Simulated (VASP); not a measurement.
# Cu (Fm-3m) in VASP: a series of runs

Cu is run at these levels: LDA; tasks: single point.

Program: VASP 6.6.1. These are calculated values, not measurements. Logs are shortened: lines on timing, memory, paths and dates and some standing lists are left out, and cuts for length are marked.

## (1) The cell of the first run

The structure is cubic, space group Fm-3m (No. 225). The conventional cell has a = 3.519 Å, b = 3.519 Å, c = 3.519 Å, α = 90.00°, β = 90.00°, γ = 90.00°. Within 3.3 Å of Cu (site symmetry m-3m) lie 12 Cu at 2.49 Å.

## (2) Single point, LDA

INCAR reads:

```
SYSTEM = Cu
PREC     = Accurate       ! precision mode
ENCUT    = 520            ! plane-wave cutoff, eV
EDIFF    = 1E-6           ! SCF threshold, eV
ISMEAR   = 0              ! smearing method
SIGMA    = 0.1            ! smearing width, eV
LREAL    = .False.        ! projectors in reciprocal space
LASPH    = .True.         ! aspherical terms in the spheres
NELM     = 60             ! most SCF steps
ALGO     = Normal         ! electronic algorithm
ISIF     = 2              ! what is computed and relaxed
LWAVE    = .False.        ! write WAVECAR
LCHARG   = .True.         ! write CHGCAR
LELF     = .True.         ! ELF
LVHAR    = .True.       
NBANDS   = 12             ! bands
```

KPOINTS reads:

```
regular mesh
0
Gamma
  20 20 20
  0 0 0
```

POSCAR reads:

```
Cu
1.0
    0.0000000000      1.7593189909      1.7593189909
    1.7593189909      0.0000000000      1.7593189909
    1.7593189909      1.7593189909      0.0000000000
Cu
1
Direct
    0.0000000000      0.0000000000      0.0000000000
```

Potentials or basis: VASP PAW LDA potentials, release 64 (Cu).

On the command line:

```console
$ cat potpaw_LDA.64/Cu/POTCAR > POTCAR
$ mpirun -np 1 vasp_std > vasp.out
```

OUTCAR:

```text
SYSTEM = Cu
   PREC = Accurate
   ENCUT = 520
   EDIFF = 1E-6
   ISMEAR = 0
   LREAL = .False.
   LASPH = .True.
   NELM = 60
   ISIF = 2

 ion  position               nearest neighbor table
   1  0.000  0.000  0.000-

  LATTYP: Found a face centered cubic cell.
 ALAT       =     3.5186379818

  Lattice vectors:

 A1 = (   0.0000000000,   1.7593189909,   1.7593189909)
 A2 = (   1.7593189909,   0.0000000000,   1.7593189909)
 A3 = (   1.7593189909,   1.7593189909,   0.0000000000)

Analysis of symmetry for initial positions (statically):
=====================================================================
 Subroutine PRICEL returns:
 Original cell was already a primitive cell.

 Routine SETGRP: Setting up the symmetry group for a
 face centered cubic supercell.

 Subroutine GETGRP returns: Found 48 space group operations
 (whereof 48 operations were pure point group operations)
 out of a pool of 48 trial point group operations.

The static configuration has the point symmetry O_h .

Analysis of symmetry for dynamics (positions and initial velocities):
=====================================================================
 Subroutine PRICEL returns:
 Original cell was already a primitive cell.

 Routine SETGRP: Setting up the symmetry group for a
 face centered cubic supercell.

 Subroutine GETGRP returns: Found 48 space group operations
 (whereof 48 operations were pure point group operations)
 out of a pool of 48 trial point group operations.

The dynamic configuration has the point symmetry O_h .

 Subroutine INISYM returns: Found 48 space group operations
 (whereof 48 operations are pure point group operations),
 and found     1 'primitive' translations

----------------------------------------------------------------------------------------

                                     Primitive cell

  volume of cell :      10.8909

  direct lattice vectors                    reciprocal lattice vectors
     0.000000000  1.759318991  1.759318991    -0.284200877  0.284200877  0.284200877
     1.759318991  0.000000000  1.759318991     0.284200877 -0.284200877  0.284200877
     1.759318991  1.759318991  0.000000000     0.284200877  0.284200877 -0.284200877

  length of vectors
     2.488052777  2.488052777  2.488052777     0.492250358  0.492250358  0.492250358

  position of ions in fractional coordinates (direct lattice)
     0.000000000  0.000000000  0.000000000

  ion indices of the primitive-cell ions
   primitive index   ion index
                 1           1

----------------------------------------------------------------------------------------

 KPOINTS: regular mesh

Automatic generation of k-mesh.
 Grid dimensions read from file:
 generate k-points for:   20   20   20

 Generating k-lattice:

  Cartesian coordinates                     Fractional coordinates (reciprocal lattice)
    -0.014210044  0.014210044  0.014210044     0.050000000  0.000000000  0.000000000
     0.014210044 -0.014210044  0.014210044     0.000000000  0.050000000  0.000000000
     0.014210044  0.014210044 -0.014210044     0.000000000  0.000000000  0.050000000

  Length of vectors
     0.024612518  0.024612518  0.024612518

  Shift w.r.t. Gamma in fractional coordinates (k-lattice)
     0.000000000  0.000000000  0.000000000

 Subroutine IBZKPT returns following result:
 ===========================================

 Found    256 irreducible k-points:

 Following reciprocal coordinates:
            Coordinates               Weight
  0.000000  0.000000  0.000000      1.000000
  0.050000  0.000000  0.000000      8.000000
  0.100000  0.000000  0.000000      8.000000
  0.150000  0.000000  0.000000      8.000000
  0.200000  0.000000  0.000000      8.000000
  0.250000  0.000000  0.000000      8.000000
[... 16 lines left out ...]
 -0.400000  0.050000  0.000000     24.000000
 -0.350000  0.050000  0.000000     24.000000
 [... further k-points ...]
   k-points           NKPTS =    256   k-points in BZ     NKDIM =    256   number of bands    NBANDS=     12
   number of dos      NEDOS =    301   number of ions     NIONS =      1
   total plane-waves  NPLWV =   8000
   dimension x,y,z NGX =    20 NGY =   20 NGZ =   20
   dimension x,y,z NGXF=    40 NGYF=   40 NGZF=   40
   ions per type =               1
   NGX,Y,Z   is equivalent  to a cutoff of  13.36, 13.36, 13.36 a.u.
   NGXF,Y,Z  is equivalent  to a cutoff of  26.73, 26.73, 26.73 a.u.
 SYSTEM =  Cu
   PREC   = accura    normal or accurate (medium, high low for compatibility)
   ISTART =      0    job   : 0-new  1-cont  2-samecut
   ICHARG =      2    charge: 1-file 2-atom 10-const
   ISPIN  =      1    spin polarized calculation?
   LNONCOLLINEAR =      F non collinear calculations
   LSORBIT =      F    spin-orbit coupling
   LASPH  =      T    aspherical Exc in radial PAW
   ENCUT  =  520.0 eV  38.22 Ry    6.18 a.u.   4.63  4.63  4.63*2*pi/ulx,y,z
   NELM   =     60;   NELMIN=  2; NELMDL= -5     # of ELM steps
   EDIFF  = 0.1E-05   stopping-criterion for ELM
   LREAL  =      F    real-space projection
[... 7 lines left out ...]
   TEBEG  =    0.0;   TEEND  =   0.0 temperature during run
   PSTRESS=    0.0 pullay stress
   NELECT =      11.0000    total number of electrons
   NUPDOWN=      -1.0000    fix difference up-down
   EMIN   =  10.00;   EMAX   =-10.00  energy-range for DOS
   EFERMI =   0.00;   METHOD = LEGACY
   ISMEAR =     0;   SIGMA  =   0.10  broadening in eV -4-tet -1-fermi 0-gaus
   EFERMI_NEDOS =   21; number of points for ismear=-14 and -15
   IALGO  =     38    algorithm
   IMIX   =      4    mixing-type and parameters
     AMIX     =   0.40;   BMIX     =  1.00
     AMIX_MAG =   1.60;   BMIX_MAG =  1.00
  volume/ion in A,a.u.               =      10.89        73.50
  Fermi-wavevector in a.u.,A,eV,Ry     =   1.642547  3.103964 36.707983  2.697961
  Thomas-Fermi vector in A             =   2.732831
   LORBIT       =      0    0 simple, 1 ext, 2 COOP (PROOUT), +10 PAW based schemes
   GGA     = CA    functional components
   LHFCALC =     F    Hartree Fock is set to
   AEXX    =    0.0000 exact exchange contribution
   IVDW    =     0    specifies the selected vdW correction
   LEPSILON=     F    determine dielectric tensor
   LRPA    =     F    only Hartree local field effects (RPA)
 non-spin polarized calculation
 Gauss-broadening in eV      SIGMA  =   0.10
  energy-cutoff  :      520.00
  volume of cell :       10.89
 maximum number of plane-waves:       305
   NGX =  9   NGY =  9   NGZ =  9

 number of electron      10.9999998 magnetization

 Free energy of the ion-electron system (eV)
  ---------------------------------------------------
  ext. energy  EPLUGINS =         0.00000000
  ---------------------------------------------------
  free energy    TOTEN  =        -4.70905187 eV

  energy without entropy =       -4.70780213  energy(sigma->0) =       -4.70842700

 E-fermi :   8.3742     XC(G=0): -13.5830

 val. band max:        8.3179656509   @ k =   0.4500   0.3000   0.0000
 cond. band min:       8.3847624266   @ k =   0.5000   0.2500   0.1000
 fundamental gap:      0.0667967757
 Fermi energy:         8.3741609603

 k-point     1 :       0.0000    0.0000    0.0000
  band No.  band energies     occupation
      1      -1.5833      2.00000
      2       5.0662      2.00000
      3       5.0662      2.00000
      4       5.0662      2.00000
      5       6.0159      2.00000
      6       6.0159      2.00000
      7      31.7185      0.00000
      8      34.8372      0.00000
      9      34.8372      0.00000
     10      34.8372      0.00000
     11      37.4552      0.00000
     12      37.4552      0.00000

 k-point     2 :       0.0500    0.0000    0.0000
  band No.  band energies     occupation
      1      -1.4866      2.00000
      2       5.0437      2.00000
      3       5.0860      2.00000
      4       5.0860      2.00000
      5       6.0077      2.00000
      6       6.0077      2.00000
      7      31.2862      0.00000
      8      33.5127      0.00000
      9      34.5328      0.00000
     10      34.5328      0.00000
     11      37.8884      0.00000
     12      37.8884      0.00000

 k-point     3 :       0.1000    0.0000    0.0000
  band No.  band energies     occupation
      1      -1.1994      2.00000
      2       4.9817      2.00000
      3       5.1391      2.00000
      4       5.1391      2.00000
      5       5.9893      2.00000
      6       5.9893      2.00000
      7      29.3804      0.00000
      8      32.6661      0.00000
      9      33.9369      0.00000
     10      33.9369      0.00000
     11      38.8297      0.00000
     12      38.8297      0.00000

 k-point     4 :       0.1500    0.0000    0.0000
  band No.  band energies     occupation
      1      -0.7313      2.00000
      2       4.8957      2.00000
      3       5.2050      2.00000
      4       5.2050      2.00000
      5       5.9801      2.00000
      6       5.9801      2.00000
      7      26.7701      0.00000
      8      32.3861      0.00000
      9      33.3373      0.00000
     10      33.3373      0.00000
     11      39.3013      0.00000
     12      39.6963      0.00000

 k-point     5 :       0.2000    0.0000    0.0000
  band No.  band energies     occupation
      1      -0.1019      2.00000
      2       4.8129      2.00000
      3       5.2494      2.00000
      4       5.2494      2.00000
      5       6.0117      2.00000
      6       6.0117      2.00000
      7      24.1094      0.00000
      8      32.0926      0.00000
      9      32.8164      0.00000
     10      32.8164      0.00000
     11      39.3187      0.00000
     12      39.3600      0.00000
[... 228 lines left out ...]
      1       2.8514      2.00000
      2       4.9969      2.00000
      3       5.0676      2.00000
      4       6.2325      2.00000
      5       6.6618      2.00000
      6       7.6243      2.00000
      7      12.6525      0.00000
      8      29.5270      0.00000
      9      30.7978      0.00000
     10      30.9722      0.00000
     11      35.5651      0.00000
     12      35.7553      0.00000

 k-point    22 :      -0.4500    0.0500    0.0000
  band No.  band energies     occupation
      1       2.8356      2.00000
      2       5.0059      2.00000
      3       5.0682      2.00000
      4       6.2086      2.00000
      5       6.6194      2.00000
      6       7.5094      2.00000
      7      12.8882      0.00000
      8      29.2950      0.00000
      9      30.9120      0.00000
     10      31.3191      0.00000
     11      35.1737      0.00000
     12      36.0260      0.00000

 k-point    23 :      -0.4000    0.0500    0.0000
  band No.  band energies     occupation
      1       2.7026      2.00000
      2       5.0424      2.00000
      3       5.0955      2.00000
      4       5.8598      2.00000
      5       6.5172      2.00000
      6       7.0079      2.00000
      7      14.2493      0.00000
      8      29.1424      0.00000
      9      31.1074      0.00000
     10      32.0035      0.00000
     11      34.9835      0.00000
     12      36.4241      0.00000

 k-point    24 :      -0.3500    0.0500    0.0000
  band No.  band energies     occupation
      1       2.3656      2.00000
      2       5.0996      2.00000
      3       5.1455      2.00000
      4       5.2853      2.00000
      5       6.3694      2.00000
      6       6.6858      2.00000
      7      16.1616      0.00000
      8      29.1098      0.00000
      9      31.4993      0.00000
     10      32.7791      0.00000
     11      35.0532      0.00000
     12      36.9002      0.00000

 [... further k-points ...]
[... 5 lines left out ...]
  --------------------------------------------------------------------------------------
  -------------------------------------------------------------------------------------
  Total        0.0554728      0.0554728      0.0554728      0.0000000      0.0000000      0.0000000
  in kB        8.1606896      8.1606896      8.1606896      0.0000000      0.0000000      0.0000000
  external PRESSURE =       8.1606896 kB  Pullay stress =       0.0000000 kB

 VOLUME and BASIS-vectors are now :
 -----------------------------------------------------------------------------
  energy-cutoff  :      520.00
  volume of cell :       10.89
      direct lattice vectors                 reciprocal lattice vectors
     0.000000000  1.759318991  1.759318991    -0.284200877  0.284200877  0.284200877
     1.759318991  0.000000000  1.759318991     0.284200877 -0.284200877  0.284200877
     1.759318991  1.759318991  0.000000000     0.284200877  0.284200877 -0.284200877

 POSITION                                       TOTAL-FORCE (eV/Angst)
 -----------------------------------------------------------------------------------
      0.00000      0.00000      0.00000        -0.000000     -0.000000      0.000000
 -----------------------------------------------------------------------------------
    total drift:                                0.000000      0.000000      0.000000

  FREE ENERGIE OF THE ION-ELECTRON SYSTEM (eV)
  ---------------------------------------------------
  free  energy   TOTEN  =        -4.7090518697 eV

  energy  without entropy=       -4.7078021315  energy(sigma->0) =       -4.70842700
```

Run time: 13 s. Hardware: 1 thread of Intel Xeon 6975P-C (Granite Rapids), shared host; peak memory 0.13 GiB.

What came out:

* Free energy: -4.7091 eV
* Pressure: 0.8 GPa

## (3) Single point, LDA

INCAR reads:

```
  PREC = Accurate
  ENCUT = 520
  EDIFF = 1E-6
  ISMEAR = -1
  SIGMA = 0.15
  LREAL = False
  LASPH = True
  NELM = 100
  ALGO = Fast
  ISIF = 2
  LWAVE = False
  LCHARG = False
  GGA = CA
  NBANDS = 12
```

KPOINTS reads:

```
regular mesh
0
Gamma
  20 20 20
```

POSCAR reads:

```
Cu
1.0
    0.0000000000      1.7594038554      1.7594038554
    1.7594038554      0.0000000000      1.7594038554
    1.7594038554      1.7594038554      0.0000000000
Cu
1
Direct
    0.0000000000      0.0000000000      0.0000000000
```

Potentials or basis: VASP PAW LDA potentials, release 64 (Cu).

On the command line:

```console
$ cat potpaw_LDA.64/Cu/POTCAR > POTCAR
$ mpirun -np 1 vasp_std > vasp.out
```

It took 16 s on 1 thread of Intel Xeon 6975P-C (Granite Rapids), shared host; peak memory 0.14 GiB.

Results (log left out):

```
Free energy : -4.7185 eV
Pressure    : 1.1 GPa
```

Levels at points of the mesh, in eV from the Fermi level:
```csv
k point,band 2,band 3,band 4,band 5,band 6,band 7,band 8,band 9,band 10,band 11
"(0.00, 0.00, 0.00)",-3.35,-3.35,-3.35,-2.40,-2.40,23.30,26.42,26.42,26.42,29.04
"(0.50, 0.00, 0.00)",-3.39,-3.39,-1.76,-1.76,-1.24,4.13,21.78,23.18,23.18,26.25
"(0.50, 0.50, 0.00)",-4.93,-1.78,-1.60,-1.60,1.41,7.68,13.62,13.62,18.47,21.62
```

## (4) Single point, LDA (volume scaled by 1.02)

INCAR reads:

```
PREC = Accurate
ENCUT = 520
EDIFF = 1E-6
ISMEAR = -1
SIGMA = 0.15
LREAL = F
LASPH = T
NELM = 60
ALGO = Normal
ISIF = 2
LWAVE = F
LCHARG = F
GGA = CA
NBANDS = 12
```

KPOINTS is that of step 3.

POSCAR reads:

```
Cu
1.0
    0.0000000000      1.7710558762      1.7710558762
    1.7710558762      0.0000000000      1.7710558762
    1.7710558762      1.7710558762      0.0000000000
Cu
1
Direct
    0.0000000000      0.0000000000      0.0000000000
```

On the command line:

```console
$ cat potpaw_LDA.64/Cu/POTCAR > POTCAR
$ mpirun -np 1 vasp_std > vasp.out
```

It took 13 s on 1 thread of Intel Xeon 6975P-C (Granite Rapids), shared host; peak memory 0.14 GiB.

Results (log left out):

| Item | Value |
| --- | --- |
| Free energy | -4.7173 eV |
| Pressure | -2.7 GPa |

Levels at points of the mesh, in eV from the Fermi level:
| k point | band 4 | band 5 | band 6 | band 7 | band 8 | band 9 |
| --- | --- | --- | --- | --- | --- | --- |
| (0.00, 0.00, 0.00) | -3.28 | -2.36 | -2.36 | 23.15 | 26.11 | 26.11 |
| (0.50, 0.00, 0.00) | -1.74 | -1.74 | -1.17 | 4.03 | 21.64 | 22.86 |
| (0.50, 0.50, 0.00) | -1.58 | -1.58 | 1.43 | 7.54 | 13.47 | 13.47 |

## (5) Summary

```tsv
cell	smearing	gap on the mesh (eV)	pressure (GPa)
a = 2.488 Å, angles 60.0°, 1 atom	gaussian 0.1 eV	none	0.8
a = 2.488 Å, angles 60.0°, 1 atom	fermi-dirac 0.15 eV	none	1.1
a = 2.505 Å, angles 60.0°, 1 atom	fermi-dirac 0.15 eV	none	-2.7
```

Alike in all rows: task single point; level LDA; potentials or basis VASP PAW LDA potentials, release 64 (Cu); no spin polarisation; k mesh 20 × 20 × 20; cutoff (eV) 520.

Total energies depend on the potentials used, so only differences within one code and one set of settings carry meaning.
